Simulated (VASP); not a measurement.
BN, 4 atoms in the cell. The typed cell holds 4 atoms: a = 2.554 Å, b = 2.554 Å, c = 4.227 Å, α = 90.00°, β = 90.00°, γ = 120.00°.  This cell differs from its parent crystal: atom 3 (N) moved by (+0.200, +0.200) A along [1 1 0] and z.

| Quantity | Value |
| --- | --- |
| Program | VASP 6.6.1 |
| Task | single point |
| Functional | PBE |
| Potentials or basis | VASP PAW PBE potentials, release 64 (B, N) |
| Cutoff | 520 eV |
| k mesh | 12 × 12 × 6 |
| Occupations | gaussian, width 0.05 eV |
| Spin | no spin polarisation |
| Dipole correction | no |
| Further INCAR settings | ALGO = Normal; EDIFF = 1e-07; NBANDS = 16 |

Potentials or basis: VASP PAW PBE potentials, release 64 (B, N).

Launch:

```bash
$ cat potpaw_PBE.64/B/POTCAR potpaw_PBE.64/N/POTCAR > POTCAR
$ mpirun -np 1 vasp_std > vasp.out
```

Hardware: 1 thread of AMD EPYC 9R45 96-Core Processor (Zen 5), on a shared host.

**Question.** Estimate the wall time of this run.

**Answer.** Wall time 100 s on 1 thread of AMD EPYC 9R45 96-Core Processor (Zen 5), on a shared host, peak memory 0.21 GiB. Counts: scf iterations 14, k points 436.
